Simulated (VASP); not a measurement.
# Rh (Cmcm) in VASP: single point with LDA

Aim: the single point of Rh with LDA.

Everything below comes from runs of VASP 6.6.1. Logs are shortened: lines on timing, memory, paths and dates and some standing lists are left out, and cuts for length are marked.

### Step 1. The cell of the first run

The structure is orthorhombic, space group Cmcm (No. 63). The conventional cell has a = 2.657 Å, b = 4.940 Å, c = 8.032 Å, α = 90.00°, β = 90.00°, γ = 90.00°. Rh (site symmetry 2/m) has 12 Rh at 2.54 to 2.80 Å within 3.4 Å. Within 3.4 Å of Rh (site symmetry m2m) lie 12 Rh at 2.54 to 2.80 Å.

### Step 2. Single point, LDA

The input, INCAR:

```
SYSTEM = Rh
PREC = Accurate
ENCUT = 520
EDIFF = 1E-6
ISMEAR = 0
SIGMA = 0.15
LREAL = .False.
LASPH = .True.
NELM = 60
ALGO = Fast
ISIF = 2
LWAVE = .False.
LCHARG = .False.
NBANDS = 38
```

The input, KPOINTS:

```
regular mesh
0
Gamma
  18 18 6
  0 0 0
```

The input, POSCAR:

```
Rh
1.0
    2.6571249719      0.0000000000      0.0000000000
   -1.3285624860      2.4700496815      0.0000000000
    0.0000000000      0.0000000000      8.0315990299
Rh
4
Direct
    0.0000000000      0.0000000000      0.0000000000
    0.3333333333      0.6666666667      0.2500000000
    0.0000000000      0.0000000000      0.5000000000
    0.6666666667      0.3333333333      0.7500000000
```

Potentials or basis: VASP PAW LDA potentials, release 64 (Rh_pv).

Run with:

```sh
> cat potpaw_LDA.64/Rh_pv/POTCAR > POTCAR
> mpirun -np 1 vasp_std > vasp.out
```

OUTCAR:

```text
SYSTEM = Rh
   PREC = Accurate
   ENCUT = 520
   EDIFF = 1E-6
   ISMEAR = 0
   LREAL = .False.
   LASPH = .True.
   NELM = 60
   ISIF = 2

 ion  position               nearest neighbor table
   1  0.000  0.000  0.000-   2 2.54   4 2.54   4 2.54   2 2.54   4 2.60   2 2.60
   2  0.333  0.667  0.250-   1 2.54   3 2.54   1 2.54   3 2.54   1 2.60   3 2.60
   3  0.000  0.000  0.500-   2 2.54   4 2.54   4 2.54   2 2.54   4 2.60   2 2.60
   4  0.667  0.333  0.750-   1 2.54   3 2.54   1 2.54   3 2.54   1 2.60   3 2.60

  LATTYP: Found a base centered orthorhombic cell.
 ALAT       =     2.6571249719
 B/A-ratio  =     1.8591896938
 C/A-ratio  =     3.0226651418

  Lattice vectors:

 A1 = (   1.3285624860,  -2.4700496815,   0.0000000000)
 A2 = (   1.3285624859,   2.4700496815,   0.0000000000)
 A3 = (   0.0000000000,   0.0000000000,   8.0315990299)

Analysis of symmetry for initial positions (statically):
=====================================================================
 Subroutine PRICEL returns:
 Original cell was already a primitive cell.

 Routine SETGRP: Setting up the symmetry group for a
 base centered orthorhombic supercell.

 Subroutine GETGRP returns: Found  8 space group operations
 (whereof  4 operations were pure point group operations)
 out of a pool of  8 trial point group operations.

The static configuration has the point symmetry C_2h.
 The point group associated with its full space group is D_2h.

Analysis of symmetry for dynamics (positions and initial velocities):
=====================================================================
 Subroutine PRICEL returns:
 Original cell was already a primitive cell.

 Routine SETGRP: Setting up the symmetry group for a
 base centered orthorhombic supercell.

 Subroutine GETGRP returns: Found  8 space group operations
 (whereof  4 operations were pure point group operations)
 out of a pool of  8 trial point group operations.

The dynamic configuration has the point symmetry C_2h.
 The point group associated with its full space group is D_2h.

 Subroutine INISYM returns: Found  8 space group operations
 (whereof  4 operations are pure point group operations),
 and found     1 'primitive' translations

----------------------------------------------------------------------------------------

                                     Primitive cell

  volume of cell :      52.7132

  direct lattice vectors                    reciprocal lattice vectors
     2.657124972  0.000000000  0.000000000     0.376346619  0.202425078  0.000000000
    -1.328562486  2.470049681  0.000000000     0.000000000  0.404850156  0.000000000
     0.000000000  0.000000000  8.031599030     0.000000000  0.000000000  0.124508208

  length of vectors
     2.657124972  2.804678896  8.031599030     0.427332061  0.404850156  0.124508208

  position of ions in fractional coordinates (direct lattice)
     0.000000000  0.000000000  0.000000000
     0.333333333  0.666666667  0.250000000
     0.000000000  0.000000000  0.500000000
     0.666666667  0.333333333  0.750000000

  ion indices of the primitive-cell ions
   primitive index   ion index
                 1           1
                 2           2
                 3           3
                 4           4

----------------------------------------------------------------------------------------

 KPOINTS: regular mesh

Automatic generation of k-mesh.
 Grid dimensions read from file:
 generate k-points for:   18   18    6

 Generating k-lattice:

  Cartesian coordinates                     Fractional coordinates (reciprocal lattice)
     0.020908146  0.011245838  0.000000000     0.055555556 -0.000000000  0.000000000
     0.000000000  0.022491675  0.000000000     0.000000000  0.055555556  0.000000000
     0.000000000  0.000000000  0.020751368     0.000000000  0.000000000  0.166666667

  Length of vectors
     0.023740670  0.022491675  0.020751368

  Shift w.r.t. Gamma in fractional coordinates (k-lattice)
     0.000000000  0.000000000  0.000000000

 Subroutine IBZKPT returns following result:
 ===========================================

 Found    364 irreducible k-points:

 Following reciprocal coordinates:
            Coordinates               Weight
  0.000000  0.000000  0.000000      1.000000
  0.055556  0.000000  0.000000      4.000000
  0.111111  0.000000  0.000000      4.000000
  0.166667  0.000000  0.000000      4.000000
  0.222222  0.000000  0.000000      4.000000
  0.277778  0.000000  0.000000      4.000000
[... 16 lines left out ...]
 -0.333333  0.055556  0.000000      4.000000
 -0.277778  0.055556  0.000000      4.000000
 [... further k-points ...]
   k-points           NKPTS =    364   k-points in BZ     NKDIM =    364   number of bands    NBANDS=     38
   number of dos      NEDOS =    301   number of ions     NIONS =      4
   total plane-waves  NPLWV =  28800
   dimension x,y,z NGX =    20 NGY =   24 NGZ =   60
   dimension x,y,z NGXF=    40 NGYF=   48 NGZF=  120
   ions per type =               4
   NGX,Y,Z   is equivalent  to a cutoff of  12.51, 14.23, 12.42 a.u.
   NGXF,Y,Z  is equivalent  to a cutoff of  25.03, 28.45, 24.84 a.u.
 SYSTEM =  Rh
   PREC   = accura    normal or accurate (medium, high low for compatibility)
   ISTART =      0    job   : 0-new  1-cont  2-samecut
   ICHARG =      2    charge: 1-file 2-atom 10-const
   ISPIN  =      1    spin polarized calculation?
   LNONCOLLINEAR =      F non collinear calculations
   LSORBIT =      F    spin-orbit coupling
   LASPH  =      T    aspherical Exc in radial PAW
   ENCUT  =  520.0 eV  38.22 Ry    6.18 a.u.   4.94  5.21 14.93*2*pi/ulx,y,z
   NELM   =     60;   NELMIN=  2; NELMDL= -5     # of ELM steps
   EDIFF  = 0.1E-05   stopping-criterion for ELM
   LREAL  =      F    real-space projection
   EDIFFG = 0.1E-04   stopping-criterion for IOM
   NSW    =      0    number of steps for IOM
   IBRION =     -1    ionic relax: 0-MD 1-quasi-New 2-CG
   NFREE  =      0    steps in history (QN), initial steepest desc. (CG)
   ISIF   =      2    stress and relaxation
   ISYM   =      2    0-nonsym 1-usesym 2-fastsym
   POTIM  = 0.5000    time-step for ionic-motion
   TEBEG  =    0.0;   TEEND  =   0.0 temperature during run
   PSTRESS=    0.0 pullay stress
   NELECT =      60.0000    total number of electrons
   NUPDOWN=      -1.0000    fix difference up-down
   EMIN   =  10.00;   EMAX   =-10.00  energy-range for DOS
   EFERMI =   0.00;   METHOD = LEGACY
   ISMEAR =     0;   SIGMA  =   0.15  broadening in eV -4-tet -1-fermi 0-gaus
   EFERMI_NEDOS =   21; number of points for ismear=-14 and -15
   IALGO  =     68    algorithm
   IMIX   =      4    mixing-type and parameters
     AMIX     =   0.40;   BMIX     =  1.00
     AMIX_MAG =   1.60;   BMIX_MAG =  1.00
  volume/ion in A,a.u.               =      13.18        88.93
  Fermi-wavevector in a.u.,A,eV,Ry     =   1.709302  3.230112 39.752302  2.921712
  Thomas-Fermi vector in A             =   2.787810
   LORBIT       =      0    0 simple, 1 ext, 2 COOP (PROOUT), +10 PAW based schemes
   GGA     = CA    functional components
   LHFCALC =     F    Hartree Fock is set to
   AEXX    =    0.0000 exact exchange contribution
   IVDW    =     0    specifies the selected vdW correction
   LEPSILON=     F    determine dielectric tensor
   LRPA    =     F    only Hartree local field effects (RPA)
 non-spin polarized calculation
 RMM-DIIS sequential band-by-band and
 Gauss-broadening in eV      SIGMA  =   0.15
  energy-cutoff  :      520.00
  volume of cell :       52.71
 maximum number of plane-waves:      1438
   NGX =  9   NGY = 11   NGZ = 29

 number of electron      59.9999998 magnetization

 Free energy of the ion-electron system (eV)
  ---------------------------------------------------
  ext. energy  EPLUGINS =         0.00000000
  ---------------------------------------------------
  free energy    TOTEN  =       -34.07040404 eV

  energy without entropy =      -33.99989347  energy(sigma->0) =      -34.03514875

 E-fermi :  12.5541     XC(G=0): -14.6058

 val. band max:       12.5525952792   @ k =  -0.3333   0.1111   0.3333
 cond. band min:      12.5558562320   @ k =   0.3889   0.2778   0.1667
 fundamental gap:      0.0032609528
 Fermi energy:        12.5541135073

 k-point     1 :       0.0000    0.0000    0.0000
  band No.  band energies     occupation
      1     -34.7727      2.00000
      2     -34.2570      2.00000
      3     -34.2268      2.00000
      4     -33.8967      2.00000
      5     -33.8919      2.00000
      6     -33.8228      2.00000
[... 30 lines left out ...]
     37      23.2651      0.00000
     38      26.6148      0.00000

 k-point     2 :       0.0556    0.0000    0.0000
  band No.  band energies     occupation
      1     -34.7632      2.00000
      2     -34.2635      2.00000
      3     -34.2332      2.00000
      4     -33.9121      2.00000
      5     -33.8978      2.00000
      6     -33.8242      2.00000
[... 30 lines left out ...]
     37      23.2431      0.00000
     38      26.7961      0.00000

 k-point     3 :       0.1111    0.0000    0.0000
  band No.  band energies     occupation
      1     -34.7351      2.00000
      2     -34.2842      2.00000
      3     -34.2529      2.00000
      4     -33.9543      2.00000
      5     -33.9145      2.00000
      6     -33.8402      2.00000
[... 30 lines left out ...]
     37      23.1783      0.00000
     38      27.2801      0.00000

 k-point     4 :       0.1667    0.0000    0.0000
  band No.  band energies     occupation
      1     -34.6901      2.00000
      2     -34.3216      2.00000
      3     -34.2875      2.00000
      4     -34.0160      2.00000
      5     -33.9401      2.00000
      6     -33.8771      2.00000
[... 30 lines left out ...]
     37      23.0815      0.00000
     38      27.7798      0.00000
[... 703 lines left out ...]
      4     -34.2702      2.00000
      5     -34.2178      2.00000
      6     -34.0248      2.00000
[... 30 lines left out ...]
     37      22.5399      0.00000
     38      23.1891      0.00000

 k-point    23 :      -0.3333    0.0556    0.0000
  band No.  band energies     occupation
      1     -34.5249      2.00000
      2     -34.4898      2.00000
      3     -34.4210      2.00000
      4     -34.2158      2.00000
      5     -34.1375      2.00000
      6     -33.9974      2.00000
[... 30 lines left out ...]
     37      22.8394      0.00000
     38      24.0241      0.00000

 k-point    24 :      -0.2778    0.0556    0.0000
  band No.  band energies     occupation
      1     -34.5860      2.00000
      2     -34.4218      2.00000
      3     -34.3765      2.00000
      4     -34.1484      2.00000
      5     -34.0441      2.00000
      6     -33.9664      2.00000
[... 30 lines left out ...]
     37      22.9460      0.00000
     38      25.9715      0.00000

 [... further k-points ...]

------------------------ aborting loop because EDIFF is reached ----------------------------------------

  FORCE on cell =-STRESS in cart. coord.  units (eV):
  Direction    XX          YY          ZZ          XY          YZ          ZX
  --------------------------------------------------------------------------------------
  -------------------------------------------------------------------------------------
  Total        1.6687021     -4.0564431     10.7646316      0.0000000      0.0000000      0.0000000
  in kB       50.7188852   -123.2923938    327.1824984      0.0000000      0.0000000      0.0000000
  external PRESSURE =      84.8696633 kB  Pullay stress =       0.0000000 kB

 VOLUME and BASIS-vectors are now :
 -----------------------------------------------------------------------------
  energy-cutoff  :      520.00
  volume of cell :       52.71
      direct lattice vectors                 reciprocal lattice vectors
     2.657124972  0.000000000  0.000000000     0.376346619  0.202425078  0.000000000
    -1.328562486  2.470049681  0.000000000     0.000000000  0.404850156  0.000000000
     0.000000000  0.000000000  8.031599030     0.000000000  0.000000000  0.124508208

 POSITION                                       TOTAL-FORCE (eV/Angst)
 -----------------------------------------------------------------------------------
      0.00000      0.00000      0.00000         0.000000      0.000000     -0.000000
     -0.00000      1.64670      2.00790         0.000000     -0.295124     -0.000000
      0.00000      0.00000      4.01580         0.000000      0.000000     -0.000000
      1.32856      0.82335      6.02370        -0.000000      0.295124      0.000000
 -----------------------------------------------------------------------------------
    total drift:                                0.000000     -0.000000      0.000000

  FREE ENERGIE OF THE ION-ELECTRON SYSTEM (eV)
  ---------------------------------------------------
  free  energy   TOTEN  =       -34.0704040381 eV

  energy  without entropy=      -33.9998934678  energy(sigma->0) =      -34.03514875
```

Run time: 6.2 min. Hardware: 1 thread of AMD EPYC 9R45 (Zen 5), shared host; peak memory 0.51 GiB.

What came out:

| Item | Value |
| --- | --- |
| Free energy | -34.0704 eV |
| Pressure | 8.5 GPa |
| Largest force | 0.295 eV/Å |
| Band gap on the k mesh | zero (bands 30 and 31 overlap by 2.13 eV) |

Forces on the atoms (eV/Å):
```
Rh   0.000  0.000  0.000
Rh   0.000 -0.295  0.000
Rh   0.000  0.000  0.000
Rh   0.000  0.295  0.000
```

Levels at points of the mesh, in eV from the Fermi level:
```tsv
k point	band 28	band 29	band 30	band 31	band 32	band 33
(0.00, 0.00, 0.00)	-2.11	-1.61	-1.52	-1.25	-0.35	-0.03
(0.50, 0.00, 0.00)	0.24	0.50	0.88	1.05	1.18	1.22
(0.00, 0.50, 0.00)	0.18	0.51	0.56	0.68	0.76	1.29
(0.00, 0.00, 0.50)	-1.51	-1.03	-1.03	-0.34	-0.34	0.05
(0.50, 0.00, 0.50)	-0.20	0.15	0.15	0.61	0.61	2.97
(0.00, 0.50, 0.50)	-0.11	0.08	0.08	0.62	0.62	2.39
```

Caveat: the cell differs from its parent crystal (strain +e along x and -e along y -0.0367, strain +e along z and -e/2 along x and y -0.0733); the stress differs along the axes, from -12 to 33 GPa.
